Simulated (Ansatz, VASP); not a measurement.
**One calculation of AlN, two programs**

```xyz
4
Lattice="3.1110 0.0000 0.0000 -1.5555 2.6942 0.0000 0.0000 0.0000 4.9780" Properties=species:S:1:pos:R:3 pbc="T T T"
Al    0.0000    1.7061    0.0000
Al    1.5555    0.9881    2.4890
N     0.0000    1.8750    1.9165
N     1.5555    0.8192    4.4055
```

Change from the starting cell: mode 4 (252.6 1/cm) frozen in, largest displacement -0.090 Å.

Alike in both runs: task single point; functional r2SCAN; k mesh 12 × 12 × 6; occupations gaussian, width 0.05 eV; no spin polarisation.

|  | VASP | Ansatz |
| --- | --- | --- |
| version | VASP 6.6.1 | Ansatz 0.2.0 |
| potentials or method | VASP PAW PBE potentials, release 64 (Al, N), cutoff 520 eV | scalar-relativistic, plane waves, PAW |
| valence electrons in the cell | 16 | 16 |

```csv
,VASP,Ansatz,Ansatz less VASP
gap on the k mesh at the Fermi level (eV),4.74,4.70,-0.040
least direct gap on the mesh (eV),4.74,4.70,-0.040
pressure (GPa),-1.2,-0.8,+0.40
"traceless stress, the component that is largest in VASP (GPa)",-0.70,-0.68,+0.019
rms of the force components (eV/Å),0.282,0.280,-0.0019
```

VASP's potentials were made for PBE, not for r2SCAN. Atom by atom the forces differ by 0.002 eV/Å (rms over components).
